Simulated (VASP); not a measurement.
# KF (Carobbiite) (Fm-3m) in VASP: a series of runs, part 2 of 2

VASP 6.6.1. The steps go on from the part before.

## Step 5: Electric field gradients, PBE

This run uses another cell than the first one, of 19.07 Å³/atom, 2.500 times its volume.

Contents of INCAR:

```
PREC = Accurate
ENCUT = 520
EDIFF = 1E-8
ISMEAR = -1
SIGMA = 0.03
LREAL = False
LASPH = True
NELM = 80
ALGO = Normal
ISIF = 2
LWAVE = False
LCHARG = False
GGA = PE
LEFG = True
NBANDS = 15
```

Contents of KPOINTS:

```
regular mesh
0
Gamma
  9 9 9
```

Contents of POSCAR:

```
KF
1.0
    0.0000000000      2.6718500000      2.6718500000
    2.6718500000      0.0000000000      2.6718500000
    2.6718500000      2.6718500000      0.0000000000
K F
1 1
Direct
    0.0000000000      0.0000000000      0.0000000000
    0.5000000000      0.5000000000      0.5000000000
```

Potentials or basis: VASP PAW PBE potentials, release 64 (K_sv, F).

Run with:

```
cat potpaw_PBE.64/K_sv/POTCAR potpaw_PBE.64/F/POTCAR > POTCAR
mpirun -np 1 vasp_std > vasp.out
```

OUTCAR:

```text
PREC = Accurate
   ENCUT = 520
   EDIFF = 1E-8
   ISMEAR = -1
   LREAL = False
   LASPH = True
   NELM = 80
   ISIF = 2
   GGA = PE

 ion  position               nearest neighbor table
   1  0.000  0.000  0.000-   2 2.67   2 2.67   2 2.67   2 2.67   2 2.67   2 2.67
   2  0.500  0.500  0.500-   1 2.67   1 2.67   1 2.67   1 2.67   1 2.67   1 2.67

  LATTYP: Found a face centered cubic cell.
 ALAT       =     5.3437000000

  Lattice vectors:

 A1 = (   0.0000000000,   2.6718500000,   2.6718500000)
 A2 = (   2.6718500000,   0.0000000000,   2.6718500000)
 A3 = (   2.6718500000,   2.6718500000,   0.0000000000)

Analysis of symmetry for initial positions (statically):
=====================================================================
 Subroutine PRICEL returns:
 Original cell was already a primitive cell.

 Routine SETGRP: Setting up the symmetry group for a
 face centered cubic supercell.

 Subroutine GETGRP returns: Found 48 space group operations
 (whereof 48 operations were pure point group operations)
 out of a pool of 48 trial point group operations.

The static configuration has the point symmetry O_h .

Analysis of symmetry for dynamics (positions and initial velocities):
=====================================================================
 Subroutine PRICEL returns:
 Original cell was already a primitive cell.

 Routine SETGRP: Setting up the symmetry group for a
 face centered cubic supercell.

 Subroutine GETGRP returns: Found 48 space group operations
 (whereof 48 operations were pure point group operations)
 out of a pool of 48 trial point group operations.

[... 574 lines left out ...]
      5     -12.3966      2.00000
      6      -3.0520      2.00000
      7      -2.8622      2.00000
      8      -2.8622      2.00000
      9       5.4464      0.00000
     10       7.2896      0.00000
     11       9.0941      0.00000
     12      10.7611      0.00000
     13      11.2422      0.00000
     14      11.2422      0.00000
     15      13.3324      0.00000

 [... further k-points ...]

------------------------ aborting loop because EDIFF is reached ----------------------------------------

  FORCE on cell =-STRESS in cart. coord.  units (eV):
  Direction    XX          YY          ZZ          XY          YZ          ZX
  --------------------------------------------------------------------------------------
  -------------------------------------------------------------------------------------
  Total        0.3386537      0.3386537      0.3386537      0.0000000      0.0000000      0.0000000
  in kB       14.2232926     14.2232926     14.2232926      0.0000000      0.0000000      0.0000000
  external PRESSURE =      14.2232926 kB  Pullay stress =       0.0000000 kB

 VOLUME and BASIS-vectors are now :
 -----------------------------------------------------------------------------
  energy-cutoff  :      520.00
  volume of cell :       38.15
      direct lattice vectors                 reciprocal lattice vectors
     0.000000000  2.671850000  2.671850000    -0.187136254  0.187136254  0.187136254
     2.671850000  0.000000000  2.671850000     0.187136254 -0.187136254  0.187136254
     2.671850000  2.671850000  0.000000000     0.187136254  0.187136254 -0.187136254

 POSITION                                       TOTAL-FORCE (eV/Angst)
 -----------------------------------------------------------------------------------
      0.00000      0.00000      0.00000        -0.000000     -0.000000      0.000000
      2.67185      2.67185      2.67185         0.000000      0.000000     -0.000000
 -----------------------------------------------------------------------------------
    total drift:                                0.000000      0.000000      0.000000

  FREE ENERGIE OF THE ION-ELECTRON SYSTEM (eV)
  ---------------------------------------------------
  free  energy   TOTEN  =        -8.2901179704 eV

  energy  without entropy=       -8.2901179704  energy(sigma->0) =       -8.29011797

 Electric field gradients (V/A^2)
---------------------------------------------------------------------
 ion       V_xx      V_yy      V_zz      V_xy      V_xz      V_yz
---------------------------------------------------------------------
   1       0.000     0.000     0.000     0.000     0.000     0.000
   2       0.000    -0.000     0.000     0.008     0.008     0.008
---------------------------------------------------------------------

 Electric field gradients after diagonalization (V/A^2)
 (convention: |V_zz| > |V_xx| > |V_yy|)
----------------------------------------------------------------------
 ion       V_xx      V_yy      V_zz     asymmetry (V_yy - V_xx)/ V_zz
----------------------------------------------------------------------
   1      -0.000    -0.000     0.000       0.000
   2      -0.008    -0.008     0.015       0.000
----------------------------------------------------------------------

           NMR quadrupolar parameters

 Cq : quadrupolar parameter    Cq=e*Q*V_zz/h
 eta: asymmetry parameters     (V_yy - V_xx)/ V_zz
 Q  : nuclear electric quadrupole moment in mb (millibarn)
----------------------------------------------------------------------
 ion       Cq(MHz)       eta       Q (mb)
----------------------------------------------------------------------
   1       0.000       0.000       1.000
   2       0.000       0.000       1.000
----------------------------------------------------------------------
```

Run time: 8.4 s. Hardware: 1 thread of Intel Xeon 6975P-C (Granite Rapids), shared host; peak memory 0.17 GiB.

Results:

| Item | Value |
| --- | --- |
| Free energy | -8.2901 eV |
| Pressure | 1.4 GPa |
| Band gap on the k mesh | 6.17 eV, direct |

Caveat: without QUAD_EFG the Cq values of the log hold for a quadrupole moment of 1 mb, not for the nuclei.

## Step 6: Electric field gradients, PBE

This run uses another cell than the first one, of 19.07 Å³/atom, 2.500 times its volume.

Contents of INCAR:

```
SYSTEM = KF
ALGO = Normal
EDIFF = 1E-8
ENCUT = 520
GGA = PE
ISIF = 2
ISMEAR = -1
LASPH = .TRUE.
LCHARG = .FALSE.
LEFG = .TRUE.
LREAL = .FALSE.
LWAVE = .FALSE.
NBANDS = 15
NELM = 60
PREC = Accurate
SIGMA = 0.03
```

Contents of KPOINTS:

```
k-points
0
G
  9 9 9
  0 0 0
```

POSCAR is that of step 5.

Potentials or basis: VASP PAW PBE potentials, release 64 (K_sv, F).

Run with:

```
cat potpaw_PBE.64/K_sv/POTCAR potpaw_PBE.64/F/POTCAR > POTCAR
mpirun -np 1 vasp_std > vasp.out
```

OUTCAR:

```text
SYSTEM = KF
   EDIFF = 1E-8
   ENCUT = 520
   GGA = PE
   ISIF = 2
   ISMEAR = -1
   LASPH = .TRUE.
   LREAL = .FALSE.
   NELM = 60
   PREC = Accurate

 ion  position               nearest neighbor table
   1  0.000  0.000  0.000-   2 2.67   2 2.67   2 2.67   2 2.67   2 2.67   2 2.67
   2  0.500  0.500  0.500-   1 2.67   1 2.67   1 2.67   1 2.67   1 2.67   1 2.67

  LATTYP: Found a face centered cubic cell.
 ALAT       =     5.3437000000

  Lattice vectors:

 A1 = (   0.0000000000,   2.6718500000,   2.6718500000)
 A2 = (   2.6718500000,   0.0000000000,   2.6718500000)
 A3 = (   2.6718500000,   2.6718500000,   0.0000000000)

Analysis of symmetry for initial positions (statically):
=====================================================================
 Subroutine PRICEL returns:
 Original cell was already a primitive cell.

 Routine SETGRP: Setting up the symmetry group for a
 face centered cubic supercell.

[... 620 lines left out ...]
      direct lattice vectors                 reciprocal lattice vectors
     0.000000000  2.671850000  2.671850000    -0.187136254  0.187136254  0.187136254
     2.671850000  0.000000000  2.671850000     0.187136254 -0.187136254  0.187136254
     2.671850000  2.671850000  0.000000000     0.187136254  0.187136254 -0.187136254

 POSITION                                       TOTAL-FORCE (eV/Angst)
 -----------------------------------------------------------------------------------
      0.00000      0.00000      0.00000        -0.000000     -0.000000      0.000000
      2.67185      2.67185      2.67185         0.000000      0.000000     -0.000000
 -----------------------------------------------------------------------------------
    total drift:                                0.000000      0.000000      0.000000

  FREE ENERGIE OF THE ION-ELECTRON SYSTEM (eV)
  ---------------------------------------------------
  free  energy   TOTEN  =        -8.2901179704 eV

  energy  without entropy=       -8.2901179704  energy(sigma->0) =       -8.29011797

 Electric field gradients (V/A^2)
---------------------------------------------------------------------
 ion       V_xx      V_yy      V_zz      V_xy      V_xz      V_yz
---------------------------------------------------------------------
   1       0.000     0.000     0.000     0.000     0.000     0.000
   2       0.000    -0.000     0.000     0.008     0.008     0.008
---------------------------------------------------------------------

 Electric field gradients after diagonalization (V/A^2)
 (convention: |V_zz| > |V_xx| > |V_yy|)
----------------------------------------------------------------------
 ion       V_xx      V_yy      V_zz     asymmetry (V_yy - V_xx)/ V_zz
----------------------------------------------------------------------
   1      -0.000    -0.000     0.000       0.000
   2      -0.008    -0.008     0.015       0.000
----------------------------------------------------------------------

           NMR quadrupolar parameters

 Cq : quadrupolar parameter    Cq=e*Q*V_zz/h
 eta: asymmetry parameters     (V_yy - V_xx)/ V_zz
 Q  : nuclear electric quadrupole moment in mb (millibarn)
----------------------------------------------------------------------
 ion       Cq(MHz)       eta       Q (mb)
----------------------------------------------------------------------
   1       0.000       0.000       1.000
   2       0.000       0.000       1.000
----------------------------------------------------------------------
```

Run time: 8.5 s. Hardware: 1 thread of Intel Xeon 6975P-C (Granite Rapids), shared host; peak memory 0.16 GiB.

Results:

* Free energy: -8.2901 eV
* Pressure: 1.4 GPa
* Band gap on the k mesh: 6.17 eV, direct

Levels at points of the mesh, in eV from the valence-band top:
| k point | band 6 | band 7 | band 8 | band 9 | band 10 | band 11 |
| --- | --- | --- | --- | --- | --- | --- |
| (0.00, 0.00, 0.00) | 0.00 | 0.00 | 0.00 | 6.17 | 10.68 | 10.68 |

Caveat: without QUAD_EFG the Cq values of the log hold for a quadrupole moment of 1 mb, not for the nuclei. A hybrid or GW would open this gap; PBE tends to underestimate it.

## Step 7: Summary

| cell | gap on the mesh (eV) | pressure (GPa) |
| --- | --- | --- |
| a = 2.784 Å, angles 60.0°, 2 atoms | 3.91 | 296.9 |
| a = 3.096 Å, angles 60.0°, 2 atoms | 6.90 | 91.6 |
| a = 3.187 Å, angles 60.0°, 2 atoms | 7.42 | 63.9 |
| a = 3.779 Å, angles 60.0°, 2 atoms | 6.17 | 1.4 |

Alike in all rows: task electric field gradients; level PBE; potentials or basis VASP PAW PBE potentials, release 64 (K_sv, F); no spin polarisation; k mesh 9 × 9 × 9; cutoff (eV) 520; smearing fermi-dirac 0.03 eV.

Absolute energies hang on the potentials; compare differences alone.
